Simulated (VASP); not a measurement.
# SnO2 (Pnnm) in VASP: notebook, part 2 of 2

VASP 6.6.1. The steps go on from the part before.

## Step 3: Single point, LDA

INCAR reads:

```
SYSTEM = SnO2
ALGO = Normal ; EDIFF = 1E-7
ENCUT = 520 ; ISIF = 2
ISMEAR = 0 ; LASPH = .True.
LCHARG = .False. ; LREAL = .False.
LWAVE = .False. ; NBANDS = 35
NELM = 80 ; PREC = Accurate
SIGMA = 0.02
```

KPOINTS reads:

```
k-points
0
Gamma
  6 6 10
  0 0 0
```

POSCAR reads:

```
SnO2
1.0
    4.4586619277      0.0000000000      0.0000000000
    0.0000000000      4.4019882480      0.0000000000
    0.0000000000      0.0000000000      3.0774302821
Sn O
2 4
Direct
    0.5000000000      0.5000000000      0.5000000000
    0.0000000000      0.0000000000      0.0000000000
    0.3581947420      0.2542689274      0.0000000000
    0.8581947420      0.2457310726      0.5000000000
    0.1418052580      0.7542689274      0.5000000000
    0.6418052580      0.7457310726      0.0000000000
```

Potentials or basis: VASP PAW LDA potentials, release 64 (Sn_d, O).

Run with:

```console
> cat potpaw_LDA.64/Sn_d/POTCAR potpaw_LDA.64/O/POTCAR > POTCAR
> mpirun -np 1 vasp_std > vasp.out
```

OUTCAR:

```text
SYSTEM = SnO2
   EDIFF = 1E-7
   ENCUT = 520
   ISIF = 2
   ISMEAR = 0
   LASPH = .True.
   LREAL = .False.
   NELM = 80
   PREC = Accurate

 ion  position               nearest neighbor table
   1  0.500  0.500  0.500-   4 1.95   5 1.95   3 1.98   6 1.98   3 1.98   6 1.98   2 3.49   2 3.49
                             2 3.49   2 3.49   2 3.49   2 3.49   2 3.49   2 3.49
   2  0.000  0.000  0.000-   3 1.95   6 1.95   5 1.98   4 1.98   4 1.98   5 1.98   1 3.49   1 3.49
                             1 3.49   1 3.49   1 3.49   1 3.49   1 3.49   1 3.49
   3  0.358  0.254  0.000-   2 1.95   1 1.98   1 1.98
   4  0.858  0.246  0.500-   1 1.95   2 1.98   2 1.98
   5  0.142  0.754  0.500-   1 1.95   2 1.98   2 1.98
   6  0.642  0.746  0.000-   2 1.95   1 1.98   1 1.98

  LATTYP: Found a simple orthorhombic cell.
 ALAT       =     3.0774302821
 B/A-ratio  =     1.4304103893
 C/A-ratio  =     1.4488262995

  Lattice vectors:

 A1 = (   0.0000000000,   0.0000000000,  -3.0774302821)
 A2 = (   0.0000000000,   4.4019882480,   0.0000000000)
 A3 = (   4.4586619277,   0.0000000000,   0.0000000000)

Analysis of symmetry for initial positions (statically):
=====================================================================
 Subroutine PRICEL returns:
 Original cell was already a primitive cell.

 Routine SETGRP: Setting up the symmetry group for a
 simple orthorhombic supercell.

 Subroutine GETGRP returns: Found  8 space group operations
 (whereof  4 operations were pure point group operations)
 out of a pool of  8 trial point group operations.

The static configuration has the point symmetry C_2h.
 The point group associated with its full space group is D_2h.

Analysis of symmetry for dynamics (positions and initial velocities):
=====================================================================
 Subroutine PRICEL returns:
 Original cell was already a primitive cell.

 Routine SETGRP: Setting up the symmetry group for a
 simple orthorhombic supercell.

 Subroutine GETGRP returns: Found  8 space group operations
 (whereof  4 operations were pure point group operations)
 out of a pool of  8 trial point group operations.

The dynamic configuration has the point symmetry C_2h.
 The point group associated with its full space group is D_2h.

 Subroutine INISYM returns: Found  8 space group operations
 (whereof  4 operations are pure point group operations),
 and found     1 'primitive' translations

----------------------------------------------------------------------------------------

                                     Primitive cell

  volume of cell :      60.4007

  direct lattice vectors                    reciprocal lattice vectors
     4.458661928  0.000000000  0.000000000     0.224282535  0.000000000  0.000000000
     0.000000000  4.401988248  0.000000000     0.000000000  0.227170075  0.000000000
     0.000000000  0.000000000  3.077430282     0.000000000  0.000000000  0.324946435

  length of vectors
     4.458661928  4.401988248  3.077430282     0.224282535  0.227170075  0.324946435

  position of ions in fractional coordinates (direct lattice)
     0.500000000  0.500000000  0.500000000
     0.000000000  0.000000000  0.000000000
     0.358194742  0.254268927  0.000000000
     0.858194742  0.245731073  0.500000000
     0.141805258  0.754268927  0.500000000
     0.641805258  0.745731073  0.000000000

  ion indices of the primitive-cell ions
   primitive index   ion index
                 1           1
                 2           2
                 3           3
                 4           4
[... 55 lines left out ...]
 [... further k-points ...]
   k-points           NKPTS =     96   k-points in BZ     NKDIM =     96   number of bands    NBANDS=     35
   number of dos      NEDOS =    301   number of ions     NIONS =      6
   total plane-waves  NPLWV =  31104
   dimension x,y,z NGX =    36 NGY =   36 NGZ =   24
   dimension x,y,z NGXF=    72 NGYF=   72 NGZF=   48
   ions per type =               2   4
   NGX,Y,Z   is equivalent  to a cutoff of  13.42, 13.60, 12.97 a.u.
   NGXF,Y,Z  is equivalent  to a cutoff of  26.85, 27.19, 25.93 a.u.
 SYSTEM =  SnO2
   PREC   = accura    normal or accurate (medium, high low for compatibility)
   ISTART =      0    job   : 0-new  1-cont  2-samecut
   ICHARG =      2    charge: 1-file 2-atom 10-const
   ISPIN  =      1    spin polarized calculation?
   LNONCOLLINEAR =      F non collinear calculations
   LSORBIT =      F    spin-orbit coupling
   LASPH  =      T    aspherical Exc in radial PAW
   ENCUT  =  520.0 eV  38.22 Ry    6.18 a.u.   8.29  8.18  5.72*2*pi/ulx,y,z
   NELM   =     80;   NELMIN=  2; NELMDL= -5     # of ELM steps
   EDIFF  = 0.1E-06   stopping-criterion for ELM
   LREAL  =      F    real-space projection
   EDIFFG = 0.1E-05   stopping-criterion for IOM
   NSW    =      0    number of steps for IOM
   IBRION =     -1    ionic relax: 0-MD 1-quasi-New 2-CG
   NFREE  =      0    steps in history (QN), initial steepest desc. (CG)
   ISIF   =      2    stress and relaxation
   ISYM   =      2    0-nonsym 1-usesym 2-fastsym
   POTIM  = 0.5000    time-step for ionic-motion
   TEBEG  =    0.0;   TEEND  =   0.0 temperature during run
   PSTRESS=    0.0 pullay stress
   NELECT =      52.0000    total number of electrons
   NUPDOWN=      -1.0000    fix difference up-down
   EMIN   =  10.00;   EMAX   =-10.00  energy-range for DOS
   EFERMI =   0.00;   METHOD = LEGACY
   ISMEAR =     0;   SIGMA  =   0.02  broadening in eV -4-tet -1-fermi 0-gaus
   EFERMI_NEDOS =   21; number of points for ismear=-14 and -15
   IALGO  =     38    algorithm
   IMIX   =      4    mixing-type and parameters
     AMIX     =   0.40;   BMIX     =  1.00
     AMIX_MAG =   1.60;   BMIX_MAG =  1.00
  volume/ion in A,a.u.               =      10.07        67.93
  Fermi-wavevector in a.u.,A,eV,Ry     =   1.557383  2.943027 33.000134  2.425441
  Thomas-Fermi vector in A             =   2.661041
   LORBIT       =      0    0 simple, 1 ext, 2 COOP (PROOUT), +10 PAW based schemes
   GGA     = CA    functional components
   LHFCALC =     F    Hartree Fock is set to
   AEXX    =    0.0000 exact exchange contribution
   IVDW    =     0    specifies the selected vdW correction
   LEPSILON=     F    determine dielectric tensor
   LRPA    =     F    only Hartree local field effects (RPA)
 non-spin polarized calculation
 Gauss-broadening in eV      SIGMA  =   0.02
  energy-cutoff  :      520.00
  volume of cell :       60.40
 maximum number of plane-waves:      1664
 NGX is ok and might be reduce to    36
   NGX = 17   NGY = 17   NGZ = 11

 number of electron      52.0000005 magnetization

 Free energy of the ion-electron system (eV)
  ---------------------------------------------------
  ext. energy  EPLUGINS =         0.00000000
  ---------------------------------------------------
  free energy    TOTEN  =       -40.97725142 eV

  energy without entropy =      -40.97725142  energy(sigma->0) =      -40.97725142

 E-fermi :   7.9124     XC(G=0): -12.7749

 val. band max:        7.7819764314   @ k =   0.0000   0.5000   0.0000
 cond. band min:      10.9670747018   @ k =   0.0000   0.0000   0.0000
 fundamental gap:      3.1850982704
 Fermi energy:         7.9123918718

 k-point     1 :       0.0000    0.0000    0.0000
  band No.  band energies     occupation
      1     -13.2496      2.00000
      2     -12.3263      2.00000
      3     -11.7362      2.00000
      4     -11.6301      2.00000
      5     -11.6133      2.00000
      6     -11.5674      2.00000
[... 901 lines left out ...]
     34      21.1720      0.00000
     35      21.9413      0.00000

 [... further k-points ...]

------------------------ aborting loop because EDIFF is reached ----------------------------------------

  FORCE on cell =-STRESS in cart. coord.  units (eV):
  Direction    XX          YY          ZZ          XY          YZ          ZX
  --------------------------------------------------------------------------------------
  -------------------------------------------------------------------------------------
  Total       15.6418435     15.6848963     15.8898510      0.0000000      0.0000000      0.0000000
  in kB      414.9128388    416.0548507    421.4914429      0.0000000      0.0000000      0.0000000
  external PRESSURE =     417.4863775 kB  Pullay stress =       0.0000000 kB

 VOLUME and BASIS-vectors are now :
 -----------------------------------------------------------------------------
  energy-cutoff  :      520.00
  volume of cell :       60.40
      direct lattice vectors                 reciprocal lattice vectors
     4.458661928  0.000000000  0.000000000     0.224282535  0.000000000  0.000000000
     0.000000000  4.401988248  0.000000000     0.000000000  0.227170075  0.000000000
     0.000000000  0.000000000  3.077430282     0.000000000  0.000000000  0.324946435

 POSITION                                       TOTAL-FORCE (eV/Angst)
 -----------------------------------------------------------------------------------
      2.22933      2.20099      1.53872         0.000000      0.000000      0.000000
      0.00000      0.00000      0.00000         0.000000      0.000000      0.000000
      1.59707      1.11929      0.00000         0.007019     -0.033969      0.000000
      3.82640      1.08171      1.53872         0.007019      0.033969     -0.000000
      0.63226      3.32028      1.53872        -0.007019     -0.033969      0.000000
      2.86159      3.28270      0.00000        -0.007019      0.033969     -0.000000
 -----------------------------------------------------------------------------------
    total drift:                               -0.000000      0.000000     -0.000000

  FREE ENERGIE OF THE ION-ELECTRON SYSTEM (eV)
  ---------------------------------------------------
  free  energy   TOTEN  =       -40.9772514174 eV

  energy  without entropy=      -40.9772514174  energy(sigma->0) =      -40.97725142
```

Wall time 84 s (1 thread of Intel Xeon Platinum 8488C (Sapphire Rapids), shared host); peak memory 0.26 GiB.

What came out:

```
Free energy            : -40.9773 eV
Pressure               : 41.7 GPa
Largest force          : 0.035 eV/Å
Band gap on the k mesh : 3.19 eV, indirect (least direct gap 3.33 eV)
```

Forces on the atoms (eV/Å):
```
Sn   0.000  0.000  0.000
Sn   0.000  0.000  0.000
O    0.007 -0.034  0.000
O    0.007  0.034  0.000
O   -0.007 -0.034  0.000
O   -0.007  0.034  0.000
```

Caveat: spin-orbit coupling is left out, which moves the levels of the heavy elements.
